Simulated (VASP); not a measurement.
Wanted: the native input for a VASP 6.6.1 run.

- Task: single point
- Functional: RPBE
- Potentials or basis: VASP PAW PBE potentials, release 64 (Te)
- Cutoff: 520 eV
- k mesh: 13 × 13 × 13
- Occupations: fermi-dirac, width 0.1 eV
- Spin: no spin polarisation
- Dipole correction: no
- Further INCAR settings: ALGO = Normal; EDIFF = 1e-06; NBANDS = 9

The structure of Te lies in POSCAR:

```
Te
1.0
    0.0000000000      2.3385008746      2.3385008746
    2.3385008746      0.0000000000      2.3385008746
    2.3385008746      2.3385008746      0.0000000000
Te
1
Direct
    0.0000000000      0.0000000000      0.0000000000
```

This cell differs from its parent crystal: volume scaled by 0.88.

One way to write it, as run:

INCAR

```
PREC = Accurate
ENCUT = 520
EDIFF = 1E-6
ISMEAR = -1
SIGMA = 0.1
LREAL = False
LASPH = True
NELM = 60
ALGO = Normal
ISIF = 2
LWAVE = False
LCHARG = False
GGA = RP
NBANDS = 9
```

KPOINTS

```
Automatic mesh
0
Gamma
  13 13 13
```

Potentials or basis: VASP PAW PBE potentials, release 64 (Te).

Launch:

```bash
$ cat potpaw_PBE.64/Te/POTCAR > POTCAR
$ mpirun -np 1 vasp_std > vasp.out
```

It gave:

```json
{"Pressure": "8.1 GPa", "Band gap on the k mesh": "zero (band 3 reaches 13.05 eV, above the bottom of band 4 at 7.18 eV)"}
```

Caveat: the PAW data sets were made with another functional, which shifts forces and pressure a little; spin-orbit coupling is left out, which moves the levels of the heavy elements.

Run time: 11 s on 1 thread of Intel(R) Xeon(R) Platinum 8488C (Sapphire Rapids), with other jobs on the host, peak memory 0.16 GiB.
